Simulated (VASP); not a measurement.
W3N4: single point with PBE

W3N4:

```
W N
1.0
     4.21526    0.00000    0.00000
     0.00000    4.21526    0.00000
     0.00000    0.00000    4.21526
W N
3 4
Direct
  0.50000 0.50000 0.00000
  0.00000 0.50000 0.50000
  0.50000 0.00000 0.50000
  0.50000 0.50000 0.50000
  0.50000 0.00000 0.00000
  0.00000 0.50000 0.00000
  0.00000 0.00000 0.50000
```

- Program: VASP 6.6.1
- Task: single point
- Functional: PBE
- Potentials or basis: VASP PAW PBE potentials, release 64 (W_sv, N)
- Cutoff: 520 eV
- k mesh: 10 × 10 × 10
- Occupations: gaussian, width 0.1 eV
- Spin: no spin polarisation
- Dipole correction: no
- Further INCAR settings: ALGO = Normal; EDIFF = 1e-06; NBANDS = 40

The pressure is 1.3 GPa and the band gap on the k mesh is zero (bands 31 and 32 overlap by 2.38 eV).

Levels at points of the mesh, in eV from the Fermi level:
| k point | band 27 | band 28 | band 29 | band 30 | band 31 | band 32 | band 33 | band 34 | band 35 | band 36 |
| --- | --- | --- | --- | --- | --- | --- | --- | --- | --- | --- |
| (0.00, 0.00, 0.00) | -3.37 | -3.37 | -2.02 | -2.02 | -2.02 | -0.78 | -0.78 | -0.78 | -0.29 | -0.29 |
| (0.50, 0.00, 0.00) | -3.54 | -3.54 | -3.22 | -1.57 | -0.01 | 0.00 | 0.00 | 0.23 | 0.23 | 1.98 |
| (0.50, 0.50, 0.00) | -5.45 | -1.41 | -0.51 | 0.34 | 0.36 | 0.53 | 0.53 | 1.22 | 1.22 | 2.17 |
| (0.50, 0.50, 0.50) | -2.72 | -2.72 | 1.09 | 1.09 | 1.09 | 1.62 | 1.62 | 1.62 | 2.55 | 2.55 |

It took 52 s on 1 thread of Intel(R) Xeon(R) 6975P-C (Granite Rapids) (shared host), peak memory 0.24 GiB.

Caveat: spin-orbit coupling is left out, which moves the levels of the heavy elements.
